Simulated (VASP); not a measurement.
## SiC (Moissanite 3C): single point with BLYP+D4

Crystal: SiC (Moissanite 3C).

```xyz
2
Lattice="0.0000 2.2077 2.2077 2.2077 0.0000 2.2077 2.2077 2.2077 0.0000" Properties=species:S:1:pos:R:3 pbc="T T T"
Si    0.0000    0.0000    0.0000
C     3.3115    3.3115    3.3115
```

- Program: VASP 6.6.1
- Task: single point
- Functional: BLYP
- Dispersion: D4
- Potentials or basis: VASP PAW PBE potentials, release 64 (Si, C)
- Cutoff: 600 eV
- k mesh: 10 × 10 × 10
- Occupations: fermi-dirac, width 0.05 eV
- Spin: no spin polarisation

```
Pressure                   : -8.0 GPa
Band gap on the k mesh     : 1.73 eV, indirect (least direct gap 4.79 eV)
Dispersion energy per atom : -0.619 eV
```

Levels at points of the mesh, in eV from the valence-band top:
```csv
k point,band 1,band 2,band 3,band 4,band 5,band 6,band 7,band 8
"(0.00, 0.00, 0.00)",-14.97,0.00,0.00,0.00,5.94,7.12,7.12,7.12
"(0.50, 0.00, 0.00)",-11.60,-8.17,-1.04,-1.04,5.20,7.24,7.24,10.11
"(0.50, 0.50, 0.00)",-10.19,-7.60,-3.06,-3.06,1.73,4.40,13.62,13.62
```

It took 18 s on 1 thread of Intel Xeon 6975P-C (shared host), peak memory 0.15 GiB.

Caveat: the PAW data sets were made with another functional, which shifts forces and pressure a little. A k mesh can miss the band edges.
